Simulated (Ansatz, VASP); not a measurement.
# AgCl in VASP and in Ansatz

```xyz
2
Lattice="0.0000 2.7242 2.7242 2.7242 0.0000 2.7242 2.7242 2.7242 0.0000" Properties=species:S:1:pos:R:3 pbc="T T T"
Ag    0.0000    0.0000    0.0000
Cl    2.7242    2.7242    2.7242
```

Alike in both runs: functional PBEsol; k mesh 8 × 8 × 8; occupations gaussian, width 0.02 eV; no spin polarisation.

Ansatz relaxed the structure, and its values are those at the end. VASP's run is a single point on that final structure, the one shown.

|  | VASP | Ansatz |
| --- | --- | --- |
| version | VASP 6.6.1 | Ansatz 0.2.0 |
| potentials or method | VASP PAW PBE potentials, release 64 (Ag, Cl), cutoff 500 eV | scalar-relativistic, plane waves, PAW |
| valence electrons in the cell | 18 | 26 |

Ansatz gave:

- gap on the k mesh at the Fermi level (eV): 0.73
- least direct gap on the mesh (eV): 3.22
- pressure (GPa): 0.0

Task: Estimate VASP's values.

Result: gap on the k mesh at the Fermi level (eV): 0.72; least direct gap on the mesh (eV): 3.22; pressure (GPa): -0.1.

VASP's potentials were made for PBE, not for PBEsol, and Ansatz warns of the same on its side. VASP's potentials hold 18 valence electrons a cell and Ansatz's 26, so a difference there can come from the potentials and not from the codes.
